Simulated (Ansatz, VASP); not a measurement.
Two plane-wave programs on K2SiB2

```
K Si B
1.0
     3.18504   -5.78550    0.00000
     3.18504    5.78550    0.00000
     0.00000    0.00000    3.15018
K Si B
2 1 2
Direct
  0.25704 0.74296 0.00000
  0.74296 0.25704 0.00000
  0.00000 0.00000 0.50000
  0.50000 0.50000 0.00000
  0.50000 0.50000 0.50000
```

Alike in both runs: functional PBE; k mesh 4 × 4 × 4; occupations gaussian, width 0.1 eV; no spin polarisation.

Ansatz relaxed the structure, and its values are those at the end. VASP's run is a single point on that final structure, the one shown.

|  | VASP | Ansatz |
| --- | --- | --- |
| version | VASP 6.6.1 | Ansatz 0.2.0 |
| potentials or method | VASP PAW PBE potentials, release 64 (K_sv, Si, B), cutoff 520 eV | scalar-relativistic, plane waves, PAW |
| valence electrons in the cell | 28 | 28 |

|  | VASP | Ansatz | Ansatz less VASP |
| --- | --- | --- | --- |
| gap on the k mesh at the Fermi level (eV) | none | none | - |
| pressure (GPa) | 0.2 | 0.2 | -0.04 |
| rms of the force components (eV/Å) | 0.002 | 0.003 | +0.0019 |

A gap of «none» marks a metal or a gap that the smearing closes. With one functional, cell and mesh, what is left measures potentials, basis and numerics.

The k mesh is coarse, so the values compare programs but aren't converged.
